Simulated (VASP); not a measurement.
NaNb3:

```xyz
4
Lattice="4.0407 0.0000 0.0000 0.0000 4.0407 0.0000 0.0000 0.0000 3.9992" Properties=species:S:1:pos:R:3 pbc="T T T"
Na    0.0000    0.0000    0.0000
Nb    0.0000    2.0204    1.9996
Nb    2.0204    0.0000    1.9996
Nb    2.0204    2.0204    0.0000
```

| Quantity | Value |
| --- | --- |
| Program | VASP 6.6.1 |
| Task | relaxation of cell and atoms |
| Functional | PBE |
| Potentials or basis | VASP PAW PBE potentials, release 64 (Na_pv, Nb_sv) |
| Cutoff | 600 eV |
| k mesh | 4 × 4 × 4 |
| Occupations | gaussian, width 0.1 eV |
| Spin | no spin polarisation |

At the start: pressure 20.6 GPa; volume 16.32 Å³/atom.

How do energy, volume and symmetry change on relaxing?

Over 14 steps the energy falls by 234.2 meV/atom and the volume is 18.74 Å³/atom (+14.8 %); space group P4/mmm (No. 123, to 0.05 Å).

Step by step:
```tsv
step	energy change (eV)	largest force (eV/Å)	pressure (GPa)	volume (Å³)
1	0.0000	0.0000	20.57	65.30
2	-0.0627	0.0000	-12.28	87.17
3	-0.5713	0.0000	-0.39	75.54
4	-0.5716	0.0000	-0.05	75.31
5	-0.5714	0.0000	0.30	75.10
6	-0.5740	0.0000	0.27	75.12
7	-0.5880	0.0000	0.25	75.16
8	-0.6386	0.0000	0.15	75.19
9	-0.7773	0.0000	-0.14	75.07
10	-0.9326	0.0000	1.43	74.08
11	-0.9358	0.0000	0.46	74.72
12	-0.9358	0.0000	0.47	74.73
13	-0.9365	0.0000	0.30	74.82
14	-0.9369	0.0000	0.08	74.95
```

Final structure:
```cif
data_structure
_symmetry_space_group_name_H-M 'P 1'
_symmetry_Int_Tables_number 1
_cell_length_a 4.6393
_cell_length_b 4.6393
_cell_length_c 3.4826
_cell_angle_alpha 90.000
_cell_angle_beta 90.000
_cell_angle_gamma 90.000
_cell_volume 74.95
loop_
_atom_site_label
_atom_site_type_symbol
_atom_site_fract_x
_atom_site_fract_y
_atom_site_fract_z
_atom_site_occupancy
Na1 Na 0.00000 0.00000 0.00000 1
Nb1 Nb 0.00000 0.50000 0.50000 1
Nb2 Nb 0.50000 0.00000 0.50000 1
Nb3 Nb 0.50000 0.50000 0.00000 1
```

Caveat: the k points lie up to 0.45 Å⁻¹ apart in the final cell.
